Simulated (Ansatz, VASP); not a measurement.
SiC in VASP and in Ansatz

```
Si C
1.0
     0.00000    2.02625    2.02625
     2.02625    0.00000    2.02625
     2.02625    2.02625    0.00000
Si C
1 1
Direct
  0.50000 0.50000 0.50000
  0.00000 0.00000 0.00000
```

Alike in both runs: task relaxation of cell and atoms; functional PBE; k mesh 24 × 24 × 24; occupations gaussian, width 0.1 eV; no spin polarisation.

|  | VASP | Ansatz |
| --- | --- | --- |
| version | VASP 6.6.1 | Ansatz 0.2.0 |
| potentials or method | VASP PAW PBE potentials, release 64 (Si, C), cutoff 600 eV | scalar-relativistic, plane waves, PAW |
| valence electrons in the cell | 8 | 8 |

|  | VASP | Ansatz | Ansatz less VASP |
| --- | --- | --- | --- |
| gap on the k mesh at the Fermi level, each at its own relaxed structure (eV) | none | none | - |
| relaxed volume (Å³/atom) | 8.35 | 8.35 | -0.001 |
| relaxed cell length with the largest relative difference (Å) | 2.869 | 2.869 | -0.0001 |

A gap of «none» marks a metal or a gap that the smearing closes.
